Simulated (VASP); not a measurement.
# Ti3Si (Fm-3m) in VASP: notebook

Ti3Si is run at these levels: PBEsol; tasks: single point.

All numbers are computed with VASP 6.6.1; they aren't measurements. Logs are shortened: lines on timing, memory, paths and dates and some standing lists are left out, and cuts for length are marked.

## 1. The cell of the first run

It takes space group Fm-3m (No. 225, cubic). Conventional cell: a = 6.289 Å, b = 6.289 Å, c = 6.289 Å, α = 90.00°, β = 90.00°, γ = 90.00°. Within 3.6 Å of Ti (site symmetry -43m) lie 10 Ti at 2.72 to 3.14 Å and 4 Si at 2.72 Å. Ti (site symmetry m-3m) has 8 Ti at 2.72 Å and 6 Si at 3.14 Å within 3.6 Å. Si (site symmetry m-3m) has 14 Ti at 2.72 to 3.14 Å within 3.6 Å.

## 2. Single point, PBEsol

INCAR

```
PREC     = Accurate       # precision mode
ENCUT    = 520            # plane-wave cutoff, eV
EDIFF    = 1E-7           # SCF threshold, eV
ISMEAR   = -1             # smearing method
SIGMA    = 0.1            # smearing width, eV
LREAL    = False          # projectors in reciprocal space
LASPH    = True           # aspherical terms in the spheres
NELM     = 100            # most SCF steps
ALGO     = Normal         # electronic algorithm
ISIF     = 2              # what is computed and relaxed
LWAVE    = False          # write WAVECAR
LCHARG   = False          # write CHGCAR
GGA      = PS             # functional
NBANDS   = 28             # bands
```

KPOINTS

```
regular mesh
0
Gamma
  3 3 3
```

POSCAR

```
Ti3Si
1.0
    0.0000000000      3.1443600000      3.1443600000
    3.1443600000      0.0000000000      3.1443600000
    3.1443600000      3.1443600000      0.0000000000
Ti Si
3 1
Direct
    0.7500000000      0.7500000000      0.7500000000
    0.2500000000      0.2500000000      0.2500000000
    0.0000000000      0.0000000000      0.0000000000
    0.5000000000      0.5000000000      0.5000000000
```

Potentials or basis: VASP PAW PBE potentials, release 64 (Ti_sv, Si).

Launch:

```console
> cat potpaw_PBE.64/Ti_sv/POTCAR potpaw_PBE.64/Si/POTCAR > POTCAR
> mpirun -np 1 vasp_std > vasp.out
```

OUTCAR:

```text
PREC = Accurate
   ENCUT = 520
   EDIFF = 1E-7
   ISMEAR = -1
   LREAL = False
   LASPH = True
   NELM = 100
   ISIF = 2
   GGA = PS

 ion  position               nearest neighbor table
   1  0.750  0.750  0.750-   3 2.72   4 2.72   4 2.72   4 2.72   4 2.72   3 2.72   3 2.72   3 2.72

   2  0.250  0.250  0.250-   3 2.72   4 2.72   3 2.72   3 2.72   3 2.72   4 2.72   4 2.72   4 2.72

   3  0.000  0.000  0.000-   1 2.72   2 2.72   1 2.72   1 2.72   1 2.72   2 2.72   2 2.72   2 2.72

   4  0.500  0.500  0.500-   1 2.72   2 2.72   2 2.72   2 2.72   2 2.72   1 2.72   1 2.72   1 2.72

  LATTYP: Found a face centered cubic cell.
 ALAT       =     6.2887200000

  Lattice vectors:

 A1 = (   0.0000000000,   3.1443600000,   3.1443600000)
 A2 = (   3.1443600000,   0.0000000000,   3.1443600000)
 A3 = (   3.1443600000,   3.1443600000,   0.0000000000)

Analysis of symmetry for initial positions (statically):
=====================================================================
 Subroutine PRICEL returns:
 Original cell was already a primitive cell.

 Routine SETGRP: Setting up the symmetry group for a
 face centered cubic supercell.

 Subroutine GETGRP returns: Found 48 space group operations
 (whereof 48 operations were pure point group operations)
 out of a pool of 48 trial point group operations.

The static configuration has the point symmetry O_h .

Analysis of symmetry for dynamics (positions and initial velocities):
=====================================================================
 Subroutine PRICEL returns:
 Original cell was already a primitive cell.

 Routine SETGRP: Setting up the symmetry group for a
 face centered cubic supercell.

 Subroutine GETGRP returns: Found 48 space group operations
 (whereof 48 operations were pure point group operations)
 out of a pool of 48 trial point group operations.

The dynamic configuration has the point symmetry O_h .

 Subroutine INISYM returns: Found 48 space group operations
 (whereof 48 operations are pure point group operations),
 and found     1 'primitive' translations

----------------------------------------------------------------------------------------

[... 69 lines left out ...]
   ISPIN  =      1    spin polarized calculation?
   LNONCOLLINEAR =      F non collinear calculations
   LSORBIT =      F    spin-orbit coupling
   LASPH  =      T    aspherical Exc in radial PAW
   ENCUT  =  520.0 eV  38.22 Ry    6.18 a.u.   8.27  8.27  8.27*2*pi/ulx,y,z
   NELM   =    100;   NELMIN=  2; NELMDL= -5     # of ELM steps
   EDIFF  = 0.1E-06   stopping-criterion for ELM
   LREAL  =      F    real-space projection
   EDIFFG = 0.1E-05   stopping-criterion for IOM
   NSW    =      0    number of steps for IOM
   IBRION =     -1    ionic relax: 0-MD 1-quasi-New 2-CG
   NFREE  =      0    steps in history (QN), initial steepest desc. (CG)
   ISIF   =      2    stress and relaxation
   ISYM   =      2    0-nonsym 1-usesym 2-fastsym
   POTIM  = 0.5000    time-step for ionic-motion
   TEBEG  =    0.0;   TEEND  =   0.0 temperature during run
   PSTRESS=    0.0 pullay stress
   NELECT =      40.0000    total number of electrons
   NUPDOWN=      -1.0000    fix difference up-down
   EMIN   =  10.00;   EMAX   =-10.00  energy-range for DOS
   EFERMI =   0.00;   METHOD = LEGACY
   ISMEAR =    -1;   SIGMA  =   0.10  broadening in eV -4-tet -1-fermi 0-gaus
   EFERMI_NEDOS =   21; number of points for ismear=-14 and -15
   IALGO  =     38    algorithm
   IMIX   =      4    mixing-type and parameters
     AMIX     =   0.40;   BMIX     =  1.00
     AMIX_MAG =   1.60;   BMIX_MAG =  1.00
  volume/ion in A,a.u.               =      15.54       104.90
  Fermi-wavevector in a.u.,A,eV,Ry     =   1.413251  2.670657 27.174614  1.997278
  Thomas-Fermi vector in A             =   2.534916
   LORBIT       =      0    0 simple, 1 ext, 2 COOP (PROOUT), +10 PAW based schemes
   GGA     = PS    functional components
   LHFCALC =     F    Hartree Fock is set to
   AEXX    =    0.0000 exact exchange contribution
   IVDW    =     0    specifies the selected vdW correction
   LEPSILON=     F    determine dielectric tensor
   LRPA    =     F    only Hartree local field effects (RPA)
 non-spin polarized calculation
  energy-cutoff  :      520.00
  volume of cell :       62.18
 maximum number of plane-waves:      1687
 NGX is ok and might be reduce to    36
   NGX = 17   NGY = 17   NGZ = 17

 number of electron      39.9999991 magnetization

 Free energy of the ion-electron system (eV)
  ---------------------------------------------------
  ext. energy  EPLUGINS =         0.00000000
  ---------------------------------------------------
  free energy    TOTEN  =       -32.27318672 eV

  energy without entropy =      -32.08589263  energy(sigma->0) =      -32.17953967

 E-fermi :   9.1963     XC(G=0): -11.8653

 val. band max:        9.1628539338   @ k =   0.0000   0.0000   0.0000
 cond. band min:       9.3096513331   @ k =  -0.3333   0.3333   0.0000
 fundamental gap:      0.1467973992
 Fermi energy:         9.1962861612

 k-point     1 :       0.0000    0.0000    0.0000
  band No.  band energies     occupation
      1     -47.1433      2.00000
      2     -47.0606      2.00000
      3     -46.6275      2.00000
      4     -23.5527      2.00000
      5     -23.5527      2.00000
      6     -23.5527      2.00000
[... 113 lines left out ...]
     27      12.2919      0.00000
     28      12.5637      0.00000

------------------------ aborting loop because EDIFF is reached ----------------------------------------

  FORCE on cell =-STRESS in cart. coord.  units (eV):
  Direction    XX          YY          ZZ          XY          YZ          ZX
  --------------------------------------------------------------------------------------
  -------------------------------------------------------------------------------------
  Total       -1.9581950     -1.9581950     -1.9581950     -0.0000000      0.0000000      0.0000000
  in kB      -50.4591274    -50.4591274    -50.4591274     -0.0000000      0.0000000      0.0000000
  external PRESSURE =     -50.4591274 kB  Pullay stress =       0.0000000 kB

 VOLUME and BASIS-vectors are now :
 -----------------------------------------------------------------------------
  energy-cutoff  :      520.00
  volume of cell :       62.18
      direct lattice vectors                 reciprocal lattice vectors
     0.000000000  3.144360000  3.144360000    -0.159014871  0.159014871  0.159014871
     3.144360000  0.000000000  3.144360000     0.159014871 -0.159014871  0.159014871
     3.144360000  3.144360000  0.000000000     0.159014871  0.159014871 -0.159014871

 POSITION                                       TOTAL-FORCE (eV/Angst)
 -----------------------------------------------------------------------------------
      4.71654      4.71654      4.71654         0.000000      0.000000      0.000000
      1.57218      1.57218      1.57218        -0.000000      0.000000     -0.000000
      0.00000      0.00000      0.00000         0.000000     -0.000000      0.000000
      3.14436      3.14436      3.14436         0.000000     -0.000000      0.000000
 -----------------------------------------------------------------------------------
    total drift:                                0.000000      0.000000      0.000000

  FREE ENERGIE OF THE ION-ELECTRON SYSTEM (eV)
  ---------------------------------------------------
  free  energy   TOTEN  =       -32.2731867168 eV

  energy  without entropy=      -32.0858926328  energy(sigma->0) =      -32.17953967
```

OSZICAR:

```text
N       E                     dE             d eps       ncg     rms          rms(c)
DAV:   1     0.486929751178E+03    0.48693E+03   -0.19822E+04   224   0.172E+03
DAV:   2     0.189442483670E+02   -0.46799E+03   -0.46000E+03   228   0.512E+02
DAV:   3    -0.314842068370E+02   -0.50428E+02   -0.48759E+02   412   0.148E+02
DAV:   4    -0.357557542746E+02   -0.42715E+01   -0.42484E+01   336   0.354E+01
DAV:   5    -0.359601631856E+02   -0.20441E+00   -0.20426E+00   328   0.662E+00    0.173E+01
DAV:   6    -0.322144359259E+02    0.37457E+01   -0.19928E+01   328   0.366E+01    0.417E+00
DAV:   7    -0.322824136796E+02   -0.67978E-01   -0.14515E+00   296   0.908E+00    0.313E+00
DAV:   8    -0.322774987181E+02    0.49150E-02   -0.32244E-01   304   0.647E+00    0.244E+00
DAV:   9    -0.322792205312E+02   -0.17218E-02   -0.29777E-01   304   0.499E+00    0.641E-01
DAV:  10    -0.322717885598E+02    0.74320E-02   -0.80071E-02   288   0.242E+00    0.420E-01
DAV:  11    -0.322731828123E+02   -0.13943E-02   -0.11934E-02   284   0.105E+00    0.904E-02
DAV:  12    -0.322731869394E+02   -0.41270E-05   -0.10246E-03   320   0.323E-01    0.252E-02
DAV:  13    -0.322731858114E+02    0.11280E-05   -0.70361E-05   296   0.788E-02    0.113E-02
DAV:  14    -0.322731861633E+02   -0.35193E-06   -0.11788E-05   348   0.243E-02    0.458E-03
DAV:  15    -0.322731866215E+02   -0.45815E-06   -0.68967E-07   304   0.874E-03    0.139E-03
DAV:  16    -0.322731867348E+02   -0.11338E-06   -0.46975E-08   184   0.159E-03    0.274E-04
DAV:  17    -0.322731867168E+02    0.17991E-07   -0.13561E-08   176   0.871E-04
   1 F= -.32273187E+02 E0= -.32179540E+02  d E =-.187294E+00
```

Run time: 10 s. Hardware: 1 thread of AMD EPYC 9R45 (Zen 5), shared host; peak memory 0.17 GiB.

Results:

```yaml
Free_energy: -32.2732 eV
Pressure: -5.0 GPa
Band_gap_on_the_k_mesh: zero (band 20 reaches 9.31 eV, above the bottom of band 21 at 8.98 eV)
```

Caveat: the k points lie up to 0.58 Å⁻¹ apart; the PAW data sets were made with another functional, which shifts forces and pressure a little.

## 3. Single point, PBEsol

INCAR

```
SYSTEM = Ti3Si
PREC = Accurate
ENCUT = 520
EDIFF = 1E-6
ISMEAR = -1
SIGMA = 0.1
LREAL = .False.
LASPH = .True.
NELM = 100
ALGO = Normal
ISIF = 2
LWAVE = .False.
LCHARG = .True.
GGA = PS
LELF = .True.
LVHAR = .True.
NBANDS = 28
```

KPOINTS

```
Automatic mesh
0
Gamma
  4 4 4
  0 0 0
```

POSCAR is that of step 2.

Potentials or basis: VASP PAW PBE potentials, release 64 (Ti_sv, Si).

Launch:

```console
> cat potpaw_PBE.64/Ti_sv/POTCAR potpaw_PBE.64/Si/POTCAR > POTCAR
> mpirun -np 1 vasp_std > vasp.out
```

Wall time 16 s (1 thread of AMD EPYC 9R45 (Zen 5), shared host); peak memory 0.17 GiB.

Results (log left out):

* Free energy: -32.2755 eV
* Pressure: -4.8 GPa
* Band gap on the k mesh: zero (band 20 reaches 9.18 eV, above the bottom of band 21 at 8.96 eV)

Levels at points of the mesh, in eV from the Fermi level:
| k point | band 17 | band 18 | band 19 | band 20 | band 21 | band 22 | band 23 | band 24 | band 25 | band 26 |
| --- | --- | --- | --- | --- | --- | --- | --- | --- | --- | --- |
| (0.00, 0.00, 0.00) | -1.99 | -1.99 | -0.04 | -0.04 | -0.04 | 2.09 | 2.30 | 2.30 | 2.30 | 3.15 |
| (0.50, 0.00, 0.00) | -0.50 | -0.45 | -0.45 | -0.18 | -0.18 | 0.62 | 0.93 | 0.93 | 2.72 | 2.72 |
| (0.50, 0.50, 0.00) | -1.88 | -1.88 | -0.27 | -0.22 | -0.22 | 1.06 | 1.26 | 1.26 | 2.36 | 2.41 |

Caveat: the k points lie up to 0.43 Å⁻¹ apart; the PAW data sets were made with another functional, which shifts forces and pressure a little.

## 4. Single point, PBEsol

INCAR

```
  PREC = Accurate
  ENCUT = 520
  EDIFF = 1E-6
  ISMEAR = -1
  SIGMA = 0.1
  LREAL = False
  LASPH = True
  NELM = 60
  ALGO = Normal
  ISIF = 2
  LWAVE = False
  LCHARG = True
  GGA = PS
  LELF = True
  LVHAR = True
  NBANDS = 28
```

KPOINTS

```
Automatic mesh
0
Gamma
  5 5 5
```

POSCAR is that of step 3.

Launch:

```console
> cat potpaw_PBE.64/Ti_sv/POTCAR potpaw_PBE.64/Si/POTCAR > POTCAR
> mpirun -np 1 vasp_std > vasp.out
```

It took 18 s on 1 thread of AMD EPYC 9R45 (Zen 5), shared host; peak memory 0.17 GiB.

Results (log left out):

| Quantity | Value |
| --- | --- |
| Free energy | -32.2963 eV |
| Pressure | -4.9 GPa |
| Band gap on the k mesh | zero (band 20 reaches 9.28 eV, above the bottom of band 21 at 8.98 eV) |

Levels at points of the mesh, in eV from the Fermi level:
```
           k point  band 16  band 17  band 18  band 19  band 20  band 21  band 22  band 23  band 24  band 25
(0.00, 0.00, 0.00)    -2.74    -2.01    -2.01    -0.03    -0.03    -0.03     2.07     2.27     2.27     2.27
```

Caveat: the PAW data sets were made with another functional, which shifts forces and pressure a little.

## 5. Single point, PBEsol

INCAR

```
SYSTEM = Ti3Si
PREC = Accurate ; ENCUT = 520
EDIFF = 1E-6 ; ISMEAR = -1
SIGMA = 0.1 ; LREAL = .False.
LASPH = .True. ; NELM = 60
ALGO = Normal ; ISIF = 2
LWAVE = .False. ; LCHARG = .True.
GGA = PS ; LELF = .True.
LVHAR = .True. ; NBANDS = 28
```

KPOINTS

```
regular mesh
0
Gamma
  6 6 6
  0 0 0
```

POSCAR is that of step 4.

Potentials or basis: VASP PAW PBE potentials, release 64 (Ti_sv, Si).

Launch:

```console
> cat potpaw_PBE.64/Ti_sv/POTCAR potpaw_PBE.64/Si/POTCAR > POTCAR
> mpirun -np 1 vasp_std > vasp.out
```

OUTCAR:

```text
SYSTEM = Ti3Si
   PREC = Accurate
   ENCUT = 520
   EDIFF = 1E-6
   ISMEAR = -1
   LREAL = .False.
   LASPH = .True.
   NELM = 60
   ISIF = 2
   GGA = PS

 ion  position               nearest neighbor table
   1  0.750  0.750  0.750-   3 2.72   4 2.72   4 2.72   4 2.72   4 2.72   3 2.72   3 2.72   3 2.72

   2  0.250  0.250  0.250-   3 2.72   4 2.72   3 2.72   3 2.72   3 2.72   4 2.72   4 2.72   4 2.72

   3  0.000  0.000  0.000-   1 2.72   2 2.72   1 2.72   1 2.72   1 2.72   2 2.72   2 2.72   2 2.72

   4  0.500  0.500  0.500-   1 2.72   2 2.72   2 2.72   2 2.72   2 2.72   1 2.72   1 2.72   1 2.72

  LATTYP: Found a face centered cubic cell.
 ALAT       =     6.2887200000

  Lattice vectors:

 A1 = (   0.0000000000,   3.1443600000,   3.1443600000)
 A2 = (   3.1443600000,   0.0000000000,   3.1443600000)
 A3 = (   3.1443600000,   3.1443600000,   0.0000000000)

Analysis of symmetry for initial positions (statically):
=====================================================================
 Subroutine PRICEL returns:
 Original cell was already a primitive cell.
[... 162 lines left out ...]

  energy without entropy =      -32.08941593  energy(sigma->0) =      -32.19013739

 E-fermi :   9.1961     XC(G=0): -11.8647

 val. band max:        9.1611568398   @ k =   0.1667   0.1667   0.0000
 cond. band min:       9.2149099178   @ k =  -0.1667   0.1667   0.0000
 fundamental gap:      0.0537530780
 Fermi energy:         9.1960521699

 k-point     1 :       0.0000    0.0000    0.0000
  band No.  band energies     occupation
      1     -47.1064      2.00000
      2     -47.0182      2.00000
      3     -46.6539      2.00000
      4     -23.5129      2.00000
      5     -23.5129      2.00000
      6     -23.5129      2.00000
[... 485 lines left out ...]
     27      11.8177      0.00000
     28      11.9468      0.00000

------------------------ aborting loop because EDIFF is reached ----------------------------------------

  FORCE on cell =-STRESS in cart. coord.  units (eV):
  Direction    XX          YY          ZZ          XY          YZ          ZX
  --------------------------------------------------------------------------------------
  -------------------------------------------------------------------------------------
  Total       -1.9073003     -1.9073003     -1.9073003      0.0000000      0.0000000      0.0000000
  in kB      -49.1476624    -49.1476624    -49.1476624      0.0000000      0.0000000      0.0000000
  external PRESSURE =     -49.1476624 kB  Pullay stress =       0.0000000 kB

 VOLUME and BASIS-vectors are now :
 -----------------------------------------------------------------------------
  energy-cutoff  :      520.00
  volume of cell :       62.18
      direct lattice vectors                 reciprocal lattice vectors
     0.000000000  3.144360000  3.144360000    -0.159014871  0.159014871  0.159014871
     3.144360000  0.000000000  3.144360000     0.159014871 -0.159014871  0.159014871
     3.144360000  3.144360000  0.000000000     0.159014871  0.159014871 -0.159014871

 POSITION                                       TOTAL-FORCE (eV/Angst)
 -----------------------------------------------------------------------------------
      4.71654      4.71654      4.71654         0.000000     -0.000000     -0.000000
      1.57218      1.57218      1.57218         0.000000      0.000000      0.000000
      0.00000      0.00000      0.00000        -0.000000      0.000000      0.000000
      3.14436      3.14436      3.14436        -0.000000      0.000000      0.000000
 -----------------------------------------------------------------------------------
    total drift:                                0.000000      0.000000      0.000000

  FREE ENERGIE OF THE ION-ELECTRON SYSTEM (eV)
  ---------------------------------------------------
  free  energy   TOTEN  =       -32.2908588559 eV

  energy  without entropy=      -32.0894159300  energy(sigma->0) =      -32.19013739
```

Run time: 26 s. Hardware: 1 thread of AMD EPYC 9R45 (Zen 5), shared host; peak memory 0.17 GiB.

Results:

- Free energy: -32.2909 eV
- Pressure: -4.9 GPa
- Band gap on the k mesh: zero (band 20 reaches 9.31 eV, above the bottom of band 21 at 8.97 eV)

Caveat: the PAW data sets were made with another functional, which shifts forces and pressure a little.

## 6. Summary

| k mesh | gap on the mesh (eV) | pressure (GPa) |
| --- | --- | --- |
| 3 × 3 × 3 | none | -5.0 |
| 4 × 4 × 4 | none | -4.8 |
| 5 × 5 × 5 | none | -4.9 |
| 6 × 6 × 6 | none | -4.9 |

Alike in all rows: task single point; level PBEsol; potentials or basis VASP PAW PBE potentials, release 64 (Ti_sv, Si); no spin polarisation; cell as given; cutoff (eV) 520; smearing fermi-dirac 0.1 eV.

Caveats: some runs use coarse meshes; the PAW data sets were made with another functional, which shifts forces and pressure a little.

Total energies depend on the potentials used, so only differences within one code and one set of settings carry meaning.
